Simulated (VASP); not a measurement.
Runs of VASP 6.6.1 on Ti. The structure is that of space group Im-3m (No. 229), or close to it. The cells are those of the table. 

```tsv
task	cell	cutoff (eV)	gap on the mesh (eV)	pressure (GPa)
single point	a = 2.852 Å, angles 109.7°, 1 atom	520	none	(a)
electric field gradients	a = 2.805 Å, angles 110.0, 110.0, 108.4°, 1 atom	520	none	-2.8
electric field gradients	a = 2.804 Å, angles 109.5°, 1 atom	520	none	-2.8
single point	a = 2.804 Å, angles 109.5°, 1 atom	520	none	-2.8
electric field gradients	a = 2.861 Å, angles 110.0°, 1 atom	400	none	-7.3
single point	a = 2.823 Å, angles 108.9, 108.9, 110.6°, 1 atom	520	none	-4.8
electric field gradients	a = 2.823 Å, angles 108.9°, 1 atom	400	none	-7.3
electric field gradients	a = 2.861 Å, angles 109.5°, 1 atom	520	none	-8.4
```

Alike in all rows: level PBEsol; potentials or basis VASP PAW PBE potentials, release 64 (Ti_sv); no spin polarisation; k mesh 17 × 17 × 17; smearing fermi-dirac 0.08 eV.

**Question.** Fill in the values left out.

**Answer.** (a) -6.7.

Caveats: the PAW data sets were made with another functional, which shifts forces and pressure a little.

A gap of «none» marks levels without a gap at the run's occupations.
